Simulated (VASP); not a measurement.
Write the native input for VASP 6.6.1 that does the following.

```yaml
Task: relaxation of cell and atoms
Functional: PBEsol
Potentials_or_basis: VASP PAW PBE potentials, release 64 (Hg, Te)
Cutoff: 600 eV
k_mesh: 6 × 6 × 6
Occupations: fermi-dirac, width 0.02 eV
Spin: no spin polarisation
Dipole_correction: no
Further_INCAR_settings: ALGO = Normal; EDIFF = 1e-07; IBRION = 2; EDIFFG = -0.005; NSW = 80; ISIF = 3
```

The structure of HgTe lies in POSCAR:

```
HgTe
1.0
    0.0000000000      3.3268548961      3.3268548961
    3.3268548961      0.0000000000      3.3268548961
    3.3268548961      3.3268548961      0.0000000000
Hg Te
1 1
Direct
    0.0000000000      0.0000000000      0.0000000000
    0.2500000000      0.2500000000      0.2500000000
```

The input as run:

INCAR

```
ALGO     = Normal         # electronic algorithm
EDIFF    = 1E-7           # SCF threshold, eV
EDIFFG   = -0.005         # ionic threshold
ENCUT    = 600            # plane-wave cutoff, eV
GGA      = PS             # functional
IBRION   = 2              # ionic algorithm
ISIF     = 3              # what is computed and relaxed
ISMEAR   = -1             # smearing method
LASPH    = True           # aspherical terms in the spheres
LCHARG   = False          # write CHGCAR
LREAL    = False          # projectors in reciprocal space
LWAVE    = False          # write WAVECAR
NELM     = 60             # most SCF steps
NSW      = 80             # ionic steps
PREC     = Accurate       # precision mode
SIGMA    = 0.02           # smearing width, eV
```

KPOINTS

```
k-points
0
Gamma
  6 6 6
```

Potentials or basis: VASP PAW PBE potentials, release 64 (Hg, Te).

Run with:

```bash
$ cat potpaw_PBE.64/Hg/POTCAR potpaw_PBE.64/Te/POTCAR > POTCAR
$ mpirun -np 1 vasp_std > vasp.out
```

It gave:

```
Relaxed volume                        : 34.65 Å³/atom
Relaxed cell                          : a = 4.610 Å, b = 4.610 Å, c = 4.610 Å, α = 60.00°, β = 60.00°, γ = 60.00°
Space group after relaxing (to 0.1 Å) : F-43m (No. 216)
Energy gained by relaxing             : 15.7 meV/atom
Ionic steps                           : 3
Pressure after relaxing               : 0.0 GPa
Band gap on the k mesh                : zero (filled and empty bands touch)
```

Caveat: semilocal functionals underestimate gaps, and a narrow one can read as zero; the PAW data sets were made with another functional, which shifts forces and pressure a little; spin-orbit coupling is left out, which moves the levels of the heavy elements.

Run time: 83 s on 1 thread of AMD EPYC 7R43 64-Core Processor (Zen 3), with other jobs on the host, peak memory 0.21 GiB.
